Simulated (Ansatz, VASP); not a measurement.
**SiO2 in VASP and in Ansatz**

```xyz
6
Lattice="-2.4773 2.4773 3.6557 2.4773 -2.4773 3.6557 2.4773 2.4773 -3.6557" Properties=species:S:1:pos:R:3 pbc="T T T"
Si    0.0000    0.0000    0.0000
Si    0.0000    2.4773    1.8278
O     0.4795    1.2386    0.9139
O     1.2386    2.9568    2.7418
O    -1.2386    1.9978    2.7418
O    -0.4795    3.7159    0.9139
```

Alike in both runs: task electric field gradients; functional PBE; k mesh 5 × 5 × 5; occupations fermi-dirac, width 0.02 eV; no spin polarisation.

```csv
,VASP,Ansatz
version,VASP 6.6.1,Ansatz 0.2.0
potentials or method,"VASP PAW PBE potentials, release 64 (Si, O)","plane-wave PAW, scalar-relativistic"
plane-wave cutoff (eV),520,420
valence electrons in the cell,32,32
```

VASP gave:

* gap on the k mesh at the Fermi level (eV): 5.92
* pressure (GPa): 4.6
* traceless stress, the component that is largest in VASP (GPa): -0.06
* rms of the force components (eV/Å): 0.127
* size of Vzz on the site where it differs most (V/Å²): 88.2

**Question.** Estimate Ansatz's values.

**Answer.** gap on the k mesh at the Fermi level (eV): 5.92; pressure (GPa): 4.4; traceless stress, the component that is largest in VASP (GPa): -0.09; rms of the force components (eV/Å): 0.128; size of Vzz on the site where it differs most (V/Å²): 92.4.

Atom by atom the forces differ by 0.001 eV/Å (rms over components). The functional is the same, so the differences come from potentials, cutoffs and numerics.
